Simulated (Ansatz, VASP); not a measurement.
TePb in VASP and in Ansatz

POSCAR

```
TePb
1.0
    0.0000000000      3.3001937676      3.3001937676
    3.3001937676      0.0000000000      3.3001937676
    3.3001937676      3.3001937676      0.0000000000
Pb Te
1 1
Direct
    0.0000000000      0.0000000000      0.0000000000
    0.5000000000      0.5000000000      0.5000000000
```

Contents of INCAR.step1:

```
SYSTEM = TePb
PREC = Accurate ; ENCUT = 520
ISMEAR = 0 ; SIGMA = 0.01
LREAL = .FALSE. ; LASPH = .TRUE.
NELM = 80 ; NBANDS = 17
GGA = PE ; ALGO = Normal
EDIFF = 1E-4 ; LWAVE = .TRUE.
LCHARG = .FALSE.
```

Contents of INCAR.step2:

```
SYSTEM = TePb
PREC = Accurate ; ENCUT = 520
EDIFF = 1E-6 ; ISMEAR = 0
SIGMA = 0.01 ; LREAL = .FALSE.
LASPH = .TRUE. ; NELM = 80
ALGO = Normal ; ISIF = 2
LWAVE = .FALSE. ; LCHARG = .FALSE.
METAGGA = R2SCAN ; LMIXTAU = .TRUE.
NBANDS = 17 ; ISTART = 1
```

KPOINTS

```
Automatic mesh
0
G
  6 6 6
  0 0 0
```

Input for Ansatz:

```yaml
crystal:
  lattice:
    - [0.0, 3.3001937676, 3.3001937676]
    - [3.3001937676, 0.0, 3.3001937676]
    - [3.3001937676, 3.3001937676, 0.0]
  atoms:
    - { symbol: Pb, position: [0.0, 0.0, 0.0] }
    - { symbol: Te, position: [0.5, 0.5, 0.5] }
kpoints:
  mp_grid: { grid: [6, 6, 6] }
hamiltonian:
  xc: r2scan
scf:
  occupations: { method: fixed }
  n_extra_bands: 4
output:
  forces: true
  stress: true
  eigenvalues: true
```

Alike in both runs: task single point; functional r2SCAN; k mesh 6 × 6 × 6; no spin polarisation.

```csv
,VASP,Ansatz
version,VASP 6.6.1,Ansatz 0.2.0
potentials or method,"VASP PAW PBE potentials, release 64 (Pb_d, Te)","plane waves, PAW"
plane-wave cutoff (eV),520,500
occupations,"gaussian, width 0.01 eV",fixed
valence electrons in the cell,20,30
```

```tsv
	VASP	Ansatz	Ansatz less VASP
gap on the k mesh at the Fermi level (eV)	1.15	1.15	-0.003
pressure (GPa)	-1.2	-1.2	+0.01
```

VASP's potentials were made for PBE, not for r2SCAN. VASP's potentials hold 20 valence electrons a cell and Ansatz's 30, so a difference there can come from the potentials and not from the codes.

Spin-orbit coupling is off throughout.
